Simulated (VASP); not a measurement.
# SnSe2 in VASP: a series of runs

SnSe2 is run at these levels: PBE+D3(BJ); tasks: single point, relaxation of the atoms.

All numbers are computed with VASP 6.6.1; they aren't measurements. Logs are shortened: lines on timing, memory, paths and dates and some standing lists are left out, and cuts for length are marked.

## 1. The cell of the first run

The cell holds a slab with vacuum, 12 atoms: a = 7.678 Å, b = 7.678 Å, c = 23.491 Å, α = 90.00°, β = 90.00°, γ = 120.00°.

## 2. Single point, PBE+D3(BJ)

Input file INCAR:

```
PREC     = Accurate       # precision mode
ENCUT    = 520            # plane-wave cutoff, eV
EDIFF    = 1E-6           # SCF threshold, eV
ISMEAR   = 0              # smearing method
SIGMA    = 0.05           # smearing width, eV
LREAL    = False          # projectors in reciprocal space
LASPH    = True           # aspherical terms in the spheres
NELM     = 100            # most SCF steps
ALGO     = Normal         # electronic algorithm
ISIF     = 2              # what is computed and relaxed
LWAVE    = False          # write WAVECAR
LCHARG   = True           # write CHGCAR
LDIPOL   = True         
IDIPOL   = 3            
DIPOL    = 0.5 0.5 0.408
GGA      = PE             # functional
IVDW     = 12             # dispersion correction
LELF     = True           # ELF
LVHAR    = True         
LVACPOTAV= True         
NBANDS   = 64             # bands
```

Input file KPOINTS:

```
Automatic mesh
0
Gamma
  3 3 1
```

Input file POSCAR:

```
SnSe2
1.0
    7.6780971922      0.0000000000      0.0000000000
   -3.8390485961      6.6494272212      0.0000000000
    0.0000000000      0.0000000000     23.4909039997
Se Sn
8 4
Direct
    0.3333333333      0.1666666667      0.3405573494
    0.3333333333      0.6666666667      0.3405573494
    0.8333333333      0.1666666667      0.3405573494
    0.8333333333      0.6666666667      0.3405573494
    0.1668049981      0.3332728289      0.4762512484
    0.1663041770      0.8324987329      0.4763643983
    0.6665102434      0.3332513518      0.4762669324
    0.6671702283      0.8341636140      0.4763658169
    0.0000887725     -0.0000685524      0.4084569462
   -0.0000533595      0.4998787068      0.4083977661
    0.4999032820     -0.0000736244      0.4084599869
    0.5001581993      0.5002749052      0.4084797533
```

Potentials or basis: VASP PAW PBE potentials, release 64 (Se, Sn_d).

Launch:

```sh
> cat potpaw_PBE.64/Se/POTCAR potpaw_PBE.64/Sn_d/POTCAR > POTCAR
> mpirun -np 1 vasp_std > vasp.out
```

OUTCAR:

```text
PREC = Accurate
   ENCUT = 520
   EDIFF = 1E-6
   ISMEAR = 0
   LREAL = False
   LASPH = True
   NELM = 100
   ISIF = 2
   GGA = PE
   IVDW = 12
 IVDW          = 12

 ion  position               nearest neighbor table
   1  0.333  0.167  0.341-   9 2.73  11 2.73  12 2.73
   2  0.333  0.667  0.341-  10 2.73  11 2.73  12 2.73
   3  0.833  0.167  0.341-  10 2.73  11 2.73   9 2.73
   4  0.833  0.667  0.341-  12 2.73  10 2.73   9 2.73
   5  0.167  0.333  0.476-  12 2.73   9 2.73  10 2.73
   6  0.166  0.832  0.476-  10 2.73  11 2.73   9 2.73
   7  0.667  0.333  0.476-  11 2.73  12 2.73  10 2.73
   8  0.667  0.834  0.476-   9 2.73  11 2.73  12 2.73
   9  0.000  1.000  0.408-   8 2.73   5 2.73   1 2.73   4 2.73   3 2.73   6 2.73
  10  1.000  0.500  0.408-   6 2.73   3 2.73   2 2.73   4 2.73   5 2.73   7 2.73
  11  0.500  1.000  0.408-   8 2.73   7 2.73   2 2.73   1 2.73   3 2.73   6 2.73
  12  0.500  0.500  0.408-   5 2.73   7 2.73   4 2.73   2 2.73   1 2.73   8 2.73

  LATTYP: Found a hexagonal cell.
 ALAT       =     7.6780971922
 C/A-ratio  =     3.0594694768

  Lattice vectors:

 A1 = (   7.6780971922,   0.0000000000,   0.0000000000)
 A2 = (  -3.8390485961,   6.6494272212,   0.0000000000)
 A3 = (   0.0000000000,   0.0000000000,  23.4909039997)

Analysis of symmetry for initial positions (statically):
=====================================================================
 Subroutine PRICEL returns:
 Original cell was already a primitive cell.

 Routine SETGRP: Setting up the symmetry group for a
 hexagonal supercell.

 Subroutine GETGRP returns: Found  1 space group operations
 (whereof  1 operations were pure point group operations)
 out of a pool of 24 trial point group operations.

The static configuration has the point symmetry C_1 .

Analysis of symmetry for dynamics (positions and initial velocities):
=====================================================================
 Subroutine PRICEL returns:
 Original cell was already a primitive cell.

 Routine SETGRP: Setting up the symmetry group for a
 hexagonal supercell.

 Subroutine GETGRP returns: Found  1 space group operations
 (whereof  1 operations were pure point group operations)
 out of a pool of 24 trial point group operations.

The dynamic configuration has the point symmetry C_1 .

 Subroutine INISYM returns: Found  1 space group operations
 (whereof  1 operations are pure point group operations),
 and found     1 'primitive' translations

----------------------------------------------------------------------------------------

[... 111 lines left out ...]
     AMIX     =   0.40;   BMIX     =  1.00
     AMIX_MAG =   1.60;   BMIX_MAG =  1.00
  volume/ion in A,a.u.               =      99.94       674.45
  Fermi-wavevector in a.u.,A,eV,Ry     =   0.724614  1.369322  7.143950  0.525066
  Thomas-Fermi vector in A             =   1.815128
   LORBIT       =      0    0 simple, 1 ext, 2 COOP (PROOUT), +10 PAW based schemes
   GGA     = PE    functional components
   LHFCALC =     F    Hartree Fock is set to
   AEXX    =    0.0000 exact exchange contribution
   IVDW    =    12    specifies the selected vdW correction
   LEPSILON=     F    determine dielectric tensor
   LRPA    =     F    only Hartree local field effects (RPA)
 non-spin polarized calculation
 Gauss-broadening in eV      SIGMA  =   0.05
  energy-cutoff  :      520.00
  volume of cell :     1199.33
 maximum number of plane-waves:     32310
 NGX is ok and might be reduce to    60
   NGX = 29   NGY = 29   NGZ = 87

 dipolmoment           0.000000      0.000000      0.000040 electrons x Angstroem

 number of electron     103.9999946 magnetization

 dipolmoment           0.000000      0.000000     -0.000382 electrons x Angstroem

 Free energy of the ion-electron system (eV)
  ---------------------------------------------------
  ext. energy  EPLUGINS =         0.00000000
  ---------------------------------------------------
  free energy    TOTEN  =       -47.38813108 eV

  energy without entropy =      -47.38813108  energy(sigma->0) =      -47.38813108

 E-fermi :  -3.1105     XC(G=0):  -2.9210

 val. band max:       -3.4127080363   @ k =   0.0000   0.3333   0.0000
 cond. band min:      -2.6219222364   @ k =   0.0000   0.0000   0.0000
 fundamental gap:      0.7907857999
 Fermi energy:        -3.1104927724

 k-point     1 :       0.0000    0.0000    0.0000
  band No.  band energies     occupation
      1     -24.5981      2.00000
      2     -24.5978      2.00000
      3     -24.5974      2.00000
      4     -24.5517      2.00000
      5     -24.5517      2.00000
      6     -24.5297      2.00000
[... 324 lines left out ...]
     63       1.8465      0.00000
     64       1.8479      0.00000

------------------------ aborting loop because EDIFF is reached ----------------------------------------

 Edisp (eV)   -3.01047

 E8    (eV) :    -1.4049

  FORCE on cell =-STRESS in cart. coord.  units (eV):
  Direction    XX          YY          ZZ          XY          YZ          ZX
  --------------------------------------------------------------------------------------
  -------------------------------------------------------------------------------------
  Total      -0.58330    -0.58195     0.17543     0.00101     0.00516    -0.00780
  in kB      -0.77923    -0.77742     0.23436     0.00135     0.00689    -0.01043
  external pressure =       -0.44 kB  Pullay stress =        0.00 kB

 VOLUME and BASIS-vectors are now :
 -----------------------------------------------------------------------------
  energy-cutoff  :      520.00
  volume of cell :     1199.33
      direct lattice vectors                 reciprocal lattice vectors
     7.678097192  0.000000000  0.000000000     0.130240602  0.075194447  0.000000000
    -3.839048596  6.649427221  0.000000000     0.000000000  0.150388893  0.000000000
     0.000000000  0.000000000 23.490904000     0.000000000  0.000000000  0.042569669

 POSITION                                       TOTAL-FORCE (eV/Angst)
 -----------------------------------------------------------------------------------
      1.91952      1.10824      8.00000         0.000897     -0.000962     -0.010570
     -0.00000      4.43295      8.00000         0.004506      0.002316     -0.016945
      5.75857      1.10824      8.00000         0.000262     -0.003428     -0.017860
      3.83905      4.43295      8.00000        -0.003400      0.001926     -0.017369
      0.00129      2.21607     11.18757         0.000195      0.002888      0.028531
     -1.91910      5.53564     11.19023        -0.000554      0.016669      0.012591
      3.83816      2.21593     11.18794        -0.000588      0.003070      0.026210
      1.92020      5.54671     11.19026        -0.001674     -0.019539      0.014953
     -3.83810      6.64897      9.59502         0.004639      0.003175     -0.006836
      5.75863      3.32391      9.59363         0.000017     -0.006462     -0.002670
     -0.00046      6.64894      9.59509        -0.004412      0.003076     -0.006448
      1.91968      3.32654      9.59556         0.000112     -0.002729     -0.003588
 -----------------------------------------------------------------------------------
    total drift:                                0.000109     -0.000001      0.002725

  FREE ENERGIE OF THE ION-ELECTRON SYSTEM (eV)
  ---------------------------------------------------
  free  energy   TOTEN  =       -50.3985990035 eV

  energy  without entropy=      -50.3985990035  energy(sigma->0) =      -50.39859900

 vacuum level on the upper side and lower side of the slab         2.592         2.593
```

Wall time 29 min (1 thread of Intel Xeon Platinum 8259CL at 2.50GHz (Skylake/Cascade Lake), shared host); peak memory 1.3 GiB.

Results:

| Item | Value |
| --- | --- |
| Free energy | -50.3986 eV |
| Largest force | 0.029 eV/Å |
| Band gap on the k mesh | 0.79 eV |
| Dispersion energy per atom | -0.251 eV |

Forces on the atoms (eV/Å):
```
Se   0.001 -0.001 -0.011
Se   0.005  0.002 -0.017
Se   0.000 -0.003 -0.018
Se  -0.003  0.002 -0.017
Se   0.000  0.003  0.029
Se  -0.001  0.017  0.013
Se  -0.001  0.003  0.026
Se  -0.002 -0.020  0.015
Sn   0.005  0.003 -0.007
Sn   0.000 -0.006 -0.003
Sn  -0.004  0.003 -0.006
Sn   0.000 -0.003 -0.004
```

Caveat: semilocal functionals underestimate gaps, and a narrow one can read as zero; spin-orbit coupling is left out, which moves the levels of the heavy elements.

## 3. Single point, PBE+D3(BJ)

This run uses another cell than the first one.

Input file INCAR:

```
PREC     = Accurate       # precision mode
ENCUT    = 520            # plane-wave cutoff, eV
EDIFF    = 1E-6           # SCF threshold, eV
ISMEAR   = 0              # smearing method
SIGMA    = 0.05           # smearing width, eV
LREAL    = F              # projectors in reciprocal space
LASPH    = T              # aspherical terms in the spheres
NELM     = 60             # most SCF steps
ALGO     = Normal         # electronic algorithm
ISIF     = 2              # what is computed and relaxed
LWAVE    = F              # write WAVECAR
LCHARG   = T              # write CHGCAR
LDIPOL   = T            
IDIPOL   = 3            
DIPOL    = 0.5 0.5 0.447
GGA      = PE             # functional
IVDW     = 12             # dispersion correction
LELF     = T              # ELF
LVHAR    = T            
LVACPOTAV= T            
NBANDS   = 64             # bands
```

KPOINTS is that of step 2.

Input file POSCAR:

```
SnSe2
1.0
    7.6780971922      0.0000000000      0.0000000000
   -3.8390485961      6.6494272212      0.0000000000
    0.0000000000      0.0000000000     21.4603039997
Se Sn
8 4
Direct
    0.3333333333      0.1666666667      0.3727812989
    0.3333333333      0.6666666667      0.3727812989
    0.8333333333      0.1666666667      0.3727812989
    0.8333333333      0.6666666667      0.3727812989
    0.1669810563      0.3337073922      0.5213607481
    0.1659558842      0.8334601997      0.5213214994
    0.6666303064      0.3333393230      0.5213467495
    0.6673097934      0.8336773813      0.5213850890
    0.0001309908      0.0002693645      0.4470812584
    0.0000010470      0.5000575966      0.4470404096
    0.4998853993     -0.0001581025      0.4471234467
    0.5001918876      0.5001794743      0.4470052105
```

Potentials or basis: VASP PAW PBE potentials, release 64 (Se, Sn_d).

Launch:

```sh
> cat potpaw_PBE.64/Se/POTCAR potpaw_PBE.64/Sn_d/POTCAR > POTCAR
> mpirun -np 1 vasp_std > vasp.out
```

Run time: 11 min. Hardware: 1 thread of Intel Xeon Platinum 8488C (Sapphire Rapids), shared host; peak memory 1.1 GiB.

Results (log left out):

- Free energy: -50.3999 eV
- Largest force: 0.039 eV/Å
- Band gap on the k mesh: 0.79 eV
- Dispersion energy per atom: -0.251 eV

Forces on the atoms (eV/Å):
```
Se   0.003 -0.001 -0.020
Se  -0.001  0.006 -0.020
Se  -0.003 -0.001 -0.019
Se   0.000  0.004 -0.027
Se  -0.002  0.005  0.018
Se   0.028 -0.004  0.028
Se   0.000 -0.003  0.018
Se  -0.021 -0.008  0.017
Sn  -0.004  0.005 -0.014
Sn  -0.004 -0.006  0.005
Sn   0.000  0.009  0.003
Sn   0.002 -0.004  0.011
```

Levels at points of the mesh, in eV from the valence-band top:
```csv
k point,band 49,band 50,band 51,band 52,band 53,band 54,band 55,band 56
"(0.00, 0.00, 0.00)",-0.32,-0.32,-0.07,-0.07,0.79,0.79,0.80,1.58
```

Caveat: semilocal functionals underestimate gaps, and a narrow one can read as zero; spin-orbit coupling is left out, which moves the levels of the heavy elements.

## 4. Relaxation of the atoms, PBE+D3(BJ) (biaxial strain -0.020)

Input file INCAR:

```
PREC = Accurate
ENCUT = 520
EDIFF = 1E-6
ISMEAR = 0
SIGMA = 0.02
LREAL = F
LASPH = T
NELM = 80
ALGO = Normal
ISIF = 2
LWAVE = F
LCHARG = F
LDIPOL = T
IDIPOL = 3
DIPOL = 0.5 0.5 0.500
GGA = PE
IVDW = 12
IBRION = 2
NSW = 60
EDIFFG = -0.01
```

Input file KPOINTS:

```
regular mesh
0
Gamma
  12 12 1
```

Input file POSCAR:

```
SnSe2
1.0
    3.7481854908      0.0000000000      0.0000000000
   -1.8740927454      3.2460238531      0.0000000000
    0.0000000000      0.0000000000     32.3760079985
Se Sn
2 1
Direct
    0.6666666667      0.3333333333      0.4505636622
    0.3333333333      0.6666666667      0.5494363378
    0.0000000000      0.0000000000      0.5000000000
```

Launch:

```sh
> cat potpaw_PBE.64/Se/POTCAR potpaw_PBE.64/Sn_d/POTCAR > POTCAR
> mpirun -np 1 vasp_std > vasp.out
```

Run time: 3 min. Hardware: 1 thread of Intel Xeon 6975P-C (Granite Rapids), shared host; peak memory 0.54 GiB.

It converged, with:

| Item | Value |
| --- | --- |
| Free energy | -12.5853 eV |
| Energy gained by relaxing | 2.3 meV/atom |
| Ionic steps | 3 |
| Largest force after relaxing | 0.009 eV/Å |
| Band gap on the k mesh | 0.66 eV (least direct gap 1.10 eV) |
| Dispersion energy per atom | -0.262 eV |

Forces on the atoms (eV/Å):
```
Se   0.000  0.000  0.009
Se   0.000  0.000 -0.009
Sn   0.000  0.000  0.000
```

Step by step:
```tsv
step	energy change (eV)	largest force (eV/Å)	pressure (GPa)
1	0.0000	0.2709	0.56
2	-0.0052	0.1320	0.46
3	-0.0069	0.0087	0.35
```

Final structure:
```xyz
3
Lattice="3.7482 0.0000 0.0000 -1.8741 3.2460 0.0000 0.0000 0.0000 32.3760" Properties=species:S:1:pos:R:3 pbc="T T T"
Se    1.8741    1.0820   14.5609
Se    0.0000    2.1640   17.8151
Sn    0.0000    0.0000   16.1880
```

Levels at points of the mesh, in eV from the valence-band top:
```tsv
k point	band 11	band 12	band 13	band 14	band 15	band 16
(0.00, 0.00, 0.00)	-0.44	-0.05	-0.05	1.70	3.25	4.71
(0.50, 0.00, 0.00)	-2.25	-1.02	-0.43	0.66	3.99	5.00
```

Caveat: the cell differs from its parent crystal (biaxial strain -0.020); semilocal functionals underestimate gaps, and a narrow one can read as zero; spin-orbit coupling is left out, which moves the levels of the heavy elements.

## 5. Relaxation of the atoms, PBE+D3(BJ) (biaxial strain +0.070)

Input file INCAR:

```
SYSTEM = SnSe2
ALGO = Normal
DIPOL = 0.5 0.5 0.500
EDIFF = 1E-6
EDIFFG = -0.01
ENCUT = 520
GGA = PE
IBRION = 2
IDIPOL = 3
ISIF = 2
ISMEAR = 0
IVDW = 12
KPAR = 4
LASPH = .TRUE.
LCHARG = .FALSE.
LDIPOL = .TRUE.
LREAL = .FALSE.
LWAVE = .FALSE.
NELM = 100
NSW = 60
PREC = Accurate
SIGMA = 0.02
```

Input file KPOINTS:

```
k-points
0
G
  12 12 1
  0 0 0
```

Input file POSCAR:

```
SnSe2
1.0
    4.0924066073      0.0000000000      0.0000000000
   -2.0462033036      3.5441280845      0.0000000000
    0.0000000000      0.0000000000     32.3760079985
Se Sn
2 1
Direct
    0.6666666667      0.3333333333      0.4505636622
    0.3333333333      0.6666666667      0.5494363378
    0.0000000000      0.0000000000      0.5000000000
```

Launch:

```sh
> cat potpaw_PBE.64/Se/POTCAR potpaw_PBE.64/Sn_d/POTCAR > POTCAR
> mpirun -np 4 vasp_std > vasp.out
```

Wall time 3.7 min (4 MPI ranks of Oxide Virtual Turin-like, shared host); peak memory 0.64 GiB.

Results (log left out):

```
Free energy                : -12.3610 eV
Energy gained by relaxing  : 18.3 meV/atom
Ionic steps                : 4
Band gap on the k mesh     : 0.91 eV (least direct gap 1.10 eV)
Dispersion energy per atom : -0.222 eV
```

The path:
```tsv
step	energy change (eV)	largest force (eV/Å)	pressure (GPa)
1	0.0000	0.6064	-1.19
2	-0.0299	0.4124	-1.07
3	-0.0548	0.0152	-0.79
4	-0.0548	0.0002	-0.80
```

Final structure:
```
CELL_PARAMETERS angstrom
4.09241 0.00000 0.00000
-2.04620 3.54413 0.00000
0.00000 0.00000 32.37601
ATOMIC_POSITIONS crystal
Se 0.66667 0.33333 0.45332
Se 0.33333 0.66667 0.54668
Sn 0.00000 0.00000 0.50000
```

Levels at points of the mesh, in eV from the valence-band top:
```tsv
k point	band 10	band 11	band 12	band 13	band 14	band 15	band 16	band 17
(0.00, 0.00, 0.00)	-0.61	-0.29	-0.24	-0.24	1.02	2.64	4.29	4.29
(0.50, 0.00, 0.00)	-2.13	-1.56	-0.19	-0.19	0.91	4.06	5.81	6.10
```

Caveat: the cell differs from its parent crystal (biaxial strain +0.070); spin-orbit coupling is left out, which moves the levels of the heavy elements.

## 6. Summary

```tsv
task	cell	k mesh	smearing	gap on the mesh (eV)	largest force (eV/Å)
single point	a = 7.678, b = 7.678, c = 23.491 Å, angles 90.0, 90.0, 120.0°, 12 atoms, atomic positions A	3 × 3 × 1	gaussian 0.05 eV	0.79	0.03
single point	a = 7.678, b = 7.678, c = 21.460 Å, angles 90.0, 90.0, 120.0°, 12 atoms, atomic positions B	3 × 3 × 1	gaussian 0.05 eV	0.79	0.04
relaxation of the atoms	atoms relaxed from a = 3.748, b = 3.748, c = 32.376 Å, angles 90.0, 90.0, 120.0°, 3 atoms, atomic positions C	12 × 12 × 1	gaussian 0.02 eV	0.66	0.01
relaxation of the atoms	atoms relaxed from a = 4.092, b = 4.092, c = 32.376 Å, angles 90.0, 90.0, 120.0°, 3 atoms, atomic positions C	12 × 12 × 1	gaussian 0.02 eV	0.91	-
```

Alike in all rows: level PBE+D3(BJ); potentials or basis VASP PAW PBE potentials, release 64 (Se, Sn_d); no spin polarisation; cutoff (eV) 520.

Caveats: spin-orbit coupling is left out, which moves the levels of the heavy elements; semilocal functionals underestimate gaps, and a narrow one can read as zero (at least some runs).

Total energies depend on the potentials used, so only differences within one code and one set of settings carry meaning.
